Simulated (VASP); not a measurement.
# RbTaTl2 (P6_3/mmc) in VASP: a series of runs

Runs on RbTaTl2. Level: PBE. Tasks: single point, relaxation of cell and atoms.

All numbers are computed with VASP 6.6.1; they aren't measurements. Logs are shortened: lines on timing, memory, paths and dates and some standing lists are left out, and cuts for length are marked.

## Step 1: The cell of the first run

It takes space group P6_3/mmc (No. 194, hexagonal). The conventional cell has a = 3.323 Å, b = 3.323 Å, c = 22.410 Å, α = 90.00°, β = 90.00°, γ = 120.00°. Within 4.4 Å of Rb (site symmetry -3m) lie 6 Rb at 3.32 Å and 6 Tl at 3.68 Å. Ta (site symmetry -6m2) has 6 Tl at 3.12 Å and 6 Ta at 3.32 Å within 4.1 Å. Within 4.1 Å of Tl (site symmetry 3m) lie 3 Ta at 3.12 Å and 6 Tl at 3.32 Å and 3 Rb at 3.68 Å.

## Step 2: Single point, PBE

File INCAR:

```
SYSTEM = RbTaTl2
  PREC = Accurate
  ENCUT = 520
  EDIFF = 1E-6
  ISMEAR = 0
  SIGMA = 0.1
  LREAL = .FALSE.
  LASPH = .TRUE.
  NELM = 80
  ALGO = Normal
  ISIF = 2
  LWAVE = .FALSE.
  LCHARG = .FALSE.
  GGA = PE
  NBANDS = 56
```

File KPOINTS:

```
Automatic mesh
0
G
  6 6 1
  0 0 0
```

File POSCAR:

```
RbTaTl2
1.0
    3.3229405735      0.0000000000      0.0000000000
   -1.6614702867      2.8777509519      0.0000000000
    0.0000000000      0.0000000000     22.4099491510
Rb Ta Tl
2 2 4
Direct
    0.0000000000      0.0000000000      0.5000000000
    0.0000000000      0.0000000000      0.0000000000
    0.3333333333      0.6666666667      0.7500000000
    0.6666666667      0.3333333333      0.2500000000
    0.3333333333      0.6666666667      0.3599327057
    0.6666666667      0.3333333333      0.8599327057
    0.6666666667      0.3333333333      0.6400672943
    0.3333333333      0.6666666667      0.1400672943
```

Potentials or basis: VASP PAW PBE potentials, release 64 (Rb_sv, Ta_pv, Tl_d).

Command:

```
> cat potpaw_PBE.64/Rb_sv/POTCAR potpaw_PBE.64/Ta_pv/POTCAR potpaw_PBE.64/Tl_d/POTCAR > POTCAR
> mpirun -np 1 vasp_std > vasp.out
```

OUTCAR:

```text
SYSTEM = RbTaTl2
   PREC = Accurate
   ENCUT = 520
   EDIFF = 1E-6
   ISMEAR = 0
   LREAL = .FALSE.
   LASPH = .TRUE.
   NELM = 80
   ISIF = 2
   GGA = PE

 ion  position               nearest neighbor table
   1  0.000  0.000  0.500-   5 3.68   7 3.68   5 3.68   7 3.68   7 3.68   5 3.68   7 4.96   5 4.96
                             5 4.96   7 4.96   5 4.96   7 4.96
   2  0.000  0.000  0.000-   6 3.68   8 3.68   8 3.68   6 3.68   6 3.68   8 3.68   6 4.96   8 4.96
                             6 4.96   8 4.96   8 4.96   6 4.96
   3  0.333  0.667  0.750-   6 3.12   7 3.12   6 3.12   7 3.12   6 3.12   7 3.12
   4  0.667  0.333  0.250-   5 3.12   8 3.12   5 3.12   8 3.12   5 3.12   8 3.12
   5  0.333  0.667  0.360-   4 3.12   4 3.12   4 3.12   1 3.68   1 3.68   1 3.68   1 4.96   1 4.96
                             1 4.96
   6  0.667  0.333  0.860-   3 3.12   3 3.12   3 3.12   2 3.68   2 3.68   2 3.68   2 4.96   2 4.96
                             2 4.96
   7  0.667  0.333  0.640-   3 3.12   3 3.12   3 3.12   1 3.68   1 3.68   1 3.68   1 4.96   1 4.96
                             1 4.96
   8  0.333  0.667  0.140-   4 3.12   4 3.12   4 3.12   2 3.68   2 3.68   2 3.68   2 4.96   2 4.96
                             2 4.96

  LATTYP: Found a hexagonal cell.
 ALAT       =     3.3229405735
 C/A-ratio  =     6.7440114126

  Lattice vectors:

 A1 = (   3.3229405735,   0.0000000000,   0.0000000000)
 A2 = (  -1.6614702867,   2.8777509519,   0.0000000000)
 A3 = (   0.0000000000,   0.0000000000,  22.4099491510)

Analysis of symmetry for initial positions (statically):
=====================================================================
 Subroutine PRICEL returns:
 Original cell was already a primitive cell.

 Routine SETGRP: Setting up the symmetry group for a
 hexagonal supercell.

 Subroutine GETGRP returns: Found 24 space group operations
 (whereof 12 operations were pure point group operations)
 out of a pool of 24 trial point group operations.

The static configuration has the point symmetry D_3d.
 The point group associated with its full space group is D_6h.

Analysis of symmetry for dynamics (positions and initial velocities):
=====================================================================
 Subroutine PRICEL returns:
 Original cell was already a primitive cell.

 Routine SETGRP: Setting up the symmetry group for a
 hexagonal supercell.

 Subroutine GETGRP returns: Found 24 space group operations
 (whereof 12 operations were pure point group operations)
 out of a pool of 24 trial point group operations.

The dynamic configuration has the point symmetry D_3d.
 The point group associated with its full space group is D_6h.

 Subroutine INISYM returns: Found 24 space group operations
 (whereof 12 operations are pure point group operations),
 and found     1 'primitive' translations

----------------------------------------------------------------------------------------

                                     Primitive cell

  volume of cell :     214.2973

  direct lattice vectors                    reciprocal lattice vectors
     3.322940573  0.000000000  0.000000000     0.300938274  0.173746793  0.000000000
    -1.661470287  2.877750952  0.000000000     0.000000000  0.347493587  0.000000000
     0.000000000  0.000000000 22.409949151     0.000000000  0.000000000  0.044623037

  length of vectors
     3.322940573  3.322940573 22.409949151     0.347493587  0.347493587  0.044623037

  position of ions in fractional coordinates (direct lattice)
     0.000000000  0.000000000  0.500000000
     0.000000000  0.000000000  0.000000000
     0.333333333  0.666666667  0.750000000
     0.666666667  0.333333333  0.250000000
     0.333333333  0.666666667  0.359932706
     0.666666667  0.333333333  0.859932706
     0.666666667  0.333333333  0.640067294
     0.333333333  0.666666667  0.140067294

  ion indices of the primitive-cell ions
   primitive index   ion index
                 1           1
                 2           2
                 3           3
                 4           4
                 5           5
                 6           6
                 7           7
                 8           8

----------------------------------------------------------------------------------------

 KPOINTS: Automatic mesh

Automatic generation of k-mesh.
 Grid dimensions read from file:
 generate k-points for:    6    6    1

 Generating k-lattice:

  Cartesian coordinates                     Fractional coordinates (reciprocal lattice)
     0.050156379  0.028957799  0.000000000     0.166666667  0.000000000  0.000000000
     0.000000000  0.057915598  0.000000000     0.000000000  0.166666667  0.000000000
     0.000000000  0.000000000  0.044623037     0.000000000  0.000000000  1.000000000

  Length of vectors
     0.057915598  0.057915598  0.044623037

  Shift w.r.t. Gamma in fractional coordinates (k-lattice)
     0.000000000  0.000000000  0.000000000

 Subroutine IBZKPT returns following result:
 ===========================================

 Found      7 irreducible k-points:

 Following reciprocal coordinates:
            Coordinates               Weight
  0.000000  0.000000  0.000000      1.000000
  0.166667 -0.000000  0.000000      6.000000
  0.333333 -0.000000  0.000000      6.000000
  0.500000 -0.000000  0.000000      3.000000
  0.166667  0.166667  0.000000      6.000000
  0.333333  0.166667  0.000000     12.000000
  0.333333  0.333333  0.000000      2.000000
   k-points           NKPTS =      7   k-points in BZ     NKDIM =      7   number of bands    NBANDS=     56
   number of dos      NEDOS =    301   number of ions     NIONS =      8
   total plane-waves  NPLWV = 131712
   dimension x,y,z NGX =    28 NGY =   28 NGZ =  168
   dimension x,y,z NGXF=    56 NGYF=   56 NGZF=  336
   ions per type =               2   2   4
   NGX,Y,Z   is equivalent  to a cutoff of  14.01, 14.01, 12.46 a.u.
   NGXF,Y,Z  is equivalent  to a cutoff of  28.02, 28.02, 24.93 a.u.
 SYSTEM =  RbTaTl2
   PREC   = accura    normal or accurate (medium, high low for compatibility)
   ISTART =      0    job   : 0-new  1-cont  2-samecut
   ICHARG =      2    charge: 1-file 2-atom 10-const
   ISPIN  =      1    spin polarized calculation?
   LNONCOLLINEAR =      F non collinear calculations
   LSORBIT =      F    spin-orbit coupling
   LASPH  =      T    aspherical Exc in radial PAW
   ENCUT  =  520.0 eV  38.22 Ry    6.18 a.u.   6.18  6.18 41.67*2*pi/ulx,y,z
   NELM   =     80;   NELMIN=  2; NELMDL= -5     # of ELM steps
   EDIFF  = 0.1E-05   stopping-criterion for ELM
   LREAL  =      F    real-space projection
   EDIFFG = 0.1E-04   stopping-criterion for IOM
   NSW    =      0    number of steps for IOM
   IBRION =     -1    ionic relax: 0-MD 1-quasi-New 2-CG
   NFREE  =      0    steps in history (QN), initial steepest desc. (CG)
   ISIF   =      2    stress and relaxation
   ISYM   =      2    0-nonsym 1-usesym 2-fastsym
   POTIM  = 0.5000    time-step for ionic-motion
   TEBEG  =    0.0;   TEEND  =   0.0 temperature during run
   PSTRESS=    0.0 pullay stress
   NELECT =      92.0000    total number of electrons
   NUPDOWN=      -1.0000    fix difference up-down
   EMIN   =  10.00;   EMAX   =-10.00  energy-range for DOS
   EFERMI =   0.00;   METHOD = LEGACY
   ISMEAR =     0;   SIGMA  =   0.10  broadening in eV -4-tet -1-fermi 0-gaus
   EFERMI_NEDOS =   21; number of points for ismear=-14 and -15
   IALGO  =     38    algorithm
   IMIX   =      4    mixing-type and parameters
     AMIX     =   0.40;   BMIX     =  1.00
     AMIX_MAG =   1.60;   BMIX_MAG =  1.00
  volume/ion in A,a.u.               =      26.79       180.77
  Fermi-wavevector in a.u.,A,eV,Ry     =   1.234995  2.333802 20.751780  1.525213
  Thomas-Fermi vector in A             =   2.369663
   LORBIT       =      0    0 simple, 1 ext, 2 COOP (PROOUT), +10 PAW based schemes
   GGA     = PE    functional components
   LHFCALC =     F    Hartree Fock is set to
   AEXX    =    0.0000 exact exchange contribution
   IVDW    =     0    specifies the selected vdW correction
   LEPSILON=     F    determine dielectric tensor
   LRPA    =     F    only Hartree local field effects (RPA)
 non-spin polarized calculation
 Gauss-broadening in eV      SIGMA  =   0.10
  energy-cutoff  :      520.00
  volume of cell :      214.30
 maximum number of plane-waves:      5808
 NGX is ok and might be reduce to    28
   NGX = 13   NGY = 13   NGZ = 83

 number of electron      92.0000004 magnetization

 Free energy of the ion-electron system (eV)
  ---------------------------------------------------
  ext. energy  EPLUGINS =         0.00000000
  ---------------------------------------------------
  free energy    TOTEN  =       -29.87836703 eV

  energy without entropy =      -29.81282475  energy(sigma->0) =      -29.84559589

 E-fermi :   5.4321     XC(G=0): -10.2425

 val. band max:        5.4318972004   @ k =   0.1667   0.1667   0.0000
 cond. band min:       5.4774694708   @ k =   0.3333  -0.0000   0.0000
 fundamental gap:      0.0455722704
 Fermi energy:         5.4321321936

 k-point     1 :       0.0000    0.0000    0.0000
  band No.  band energies     occupation
      1     -29.4994      2.00000
      2     -29.4994      2.00000
      3     -29.2244      2.00000
      4     -29.2244      2.00000
      5     -29.2244      2.00000
      6     -29.2244      2.00000
[... 48 lines left out ...]
     55      10.0260      0.00000
     56      10.4050      0.00000

 k-point     2 :       0.1667   -0.0000    0.0000
  band No.  band energies     occupation
      1     -29.4908      2.00000
      2     -29.4908      2.00000
      3     -29.2870      2.00000
      4     -29.2870      2.00000
      5     -29.2396      2.00000
      6     -29.2396      2.00000
[... 48 lines left out ...]
     55       9.2796      0.00000
     56       9.3353      0.00000
[... 234 lines left out ...]
     55       8.0407      0.00000
     56       8.1969      0.00000

 k-point     7 :       0.3333    0.3333    0.0000
  band No.  band energies     occupation
      1     -29.4609      2.00000
      2     -29.4609      2.00000
      3     -29.3991      2.00000
      4     -29.3991      2.00000
      5     -29.3963      2.00000
      6     -29.3963      2.00000
[... 48 lines left out ...]
     55       7.8081      0.00000
     56       8.1318      0.00000

------------------------ aborting loop because EDIFF is reached ----------------------------------------

  FORCE on cell =-STRESS in cart. coord.  units (eV):
  Direction    XX          YY          ZZ          XY          YZ          ZX
  --------------------------------------------------------------------------------------
  -------------------------------------------------------------------------------------
  Total        0.1319306      0.1319306     -0.1302065      0.0000000      0.0000000      0.0000000
  in kB        0.9863690      0.9863690     -0.9734787      0.0000000      0.0000000      0.0000000
  external PRESSURE =       0.3330865 kB  Pullay stress =       0.0000000 kB

 VOLUME and BASIS-vectors are now :
 -----------------------------------------------------------------------------
  energy-cutoff  :      520.00
  volume of cell :      214.30
      direct lattice vectors                 reciprocal lattice vectors
     3.322940573  0.000000000  0.000000000     0.300938274  0.173746793  0.000000000
    -1.661470287  2.877750952  0.000000000     0.000000000  0.347493587  0.000000000
     0.000000000  0.000000000 22.409949151     0.000000000  0.000000000  0.044623037

 POSITION                                       TOTAL-FORCE (eV/Angst)
 -----------------------------------------------------------------------------------
      0.00000      0.00000     11.20497        -0.000000      0.000000      0.000000
      0.00000      0.00000      0.00000        -0.000000      0.000000      0.000000
     -0.00000      1.91850     16.80746        -0.000000      0.000000     -0.000000
      1.66147      0.95925      5.60249         0.000000     -0.000000     -0.000000
     -0.00000      1.91850      8.06607        -0.000000     -0.000000      0.002635
      1.66147      0.95925     19.27105        -0.000000      0.000000      0.002635
      1.66147      0.95925     14.34388         0.000000      0.000000     -0.002635
     -0.00000      1.91850      3.13890         0.000000      0.000000     -0.002635
 -----------------------------------------------------------------------------------
    total drift:                               -0.000000      0.000000      0.000000

  FREE ENERGIE OF THE ION-ELECTRON SYSTEM (eV)
  ---------------------------------------------------
  free  energy   TOTEN  =       -29.8783670291 eV

  energy  without entropy=      -29.8128247486  energy(sigma->0) =      -29.84559589
```

Run time: 72 s. Hardware: 1 thread of AMD EPYC 9R45 (Zen 5), shared host; peak memory 0.36 GiB.

What came out:

```
Free energy            : -29.8784 eV
Pressure               : 0.0 GPa
Band gap on the k mesh : zero (bands 46 and 47 overlap by 0.73 eV)
```

Forces in eV/Å, atoms in the order of the input:
```
Rb   0.000  0.000  0.000
Rb   0.000  0.000  0.000
Ta   0.000  0.000  0.000
Ta   0.000  0.000  0.000
Tl   0.000  0.000  0.003
Tl   0.000  0.000  0.003
Tl   0.000  0.000 -0.003
Tl   0.000  0.000 -0.003
```

Stress tensor (GPa, compression positive):
```
 0.10  0.00  0.00
 0.00  0.10  0.00
 0.00  0.00 -0.10
```

Levels at points of the mesh, in eV from the Fermi level:
| k point | band 41 | band 42 | band 43 | band 44 | band 45 | band 46 | band 47 | band 48 | band 49 | band 50 |
| --- | --- | --- | --- | --- | --- | --- | --- | --- | --- | --- |
| (0.00, 0.00, 0.00) | -2.11 | -1.39 | -0.91 | -0.70 | 0.61 | 0.61 | 0.61 | 0.61 | 0.65 | 0.92 |
| (0.50, 0.00, 0.00) | -2.36 | -2.15 | -1.66 | -1.52 | -0.68 | -0.11 | -0.04 | 0.65 | 0.86 | 1.10 |

Caveat: the k points lie up to 0.36 Å⁻¹ apart, too coarse for converged energies and pressures of a metal; spin-orbit coupling is left out, which moves the levels of the heavy elements.

(Continued in part 2 of 2.)

The gap in the log of VASP goes by the Fermi energy; the results here count the filled bands.